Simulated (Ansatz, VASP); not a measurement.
# W in VASP and in Ansatz

```
W
1.0
     4.68383    0.00000    0.00000
    -2.34192    4.05632    0.00000
     0.00000    0.00000    2.59991
W
3
Direct
  0.00000 0.00000 0.00000
  0.33333 0.66667 0.50000
  0.66667 0.33333 0.50000
```

Alike in both runs: task single point; functional BLYP; k mesh 9 × 9 × 13; occupations fermi-dirac, width 0.1 eV; no spin polarisation.

```csv
,VASP,Ansatz
version,VASP 6.6.1,Ansatz 0.2.0
potentials or method,"VASP PAW PBE potentials, release 64 (W_sv), cutoff 520 eV","plane waves (420 eV) with PAW, scalar-relativistic"
valence electrons in the cell,42,42
```

Ansatz gave:

| Quantity | Value |
| --- | --- |
| pressure (GPa) | 11.3 |
| traceless stress, the component that is largest in VASP (GPa) | -0.04 |

Problem. What did VASP give for the same quantities?

Solution. Pressure (GPa): 13.0; traceless stress, the component that is largest in VASP (GPa): 0.42.

VASP's potentials were made for PBE, not for BLYP. The functional is the same, so the differences come from potentials, cutoffs and numerics.

Spin-orbit coupling is off throughout.
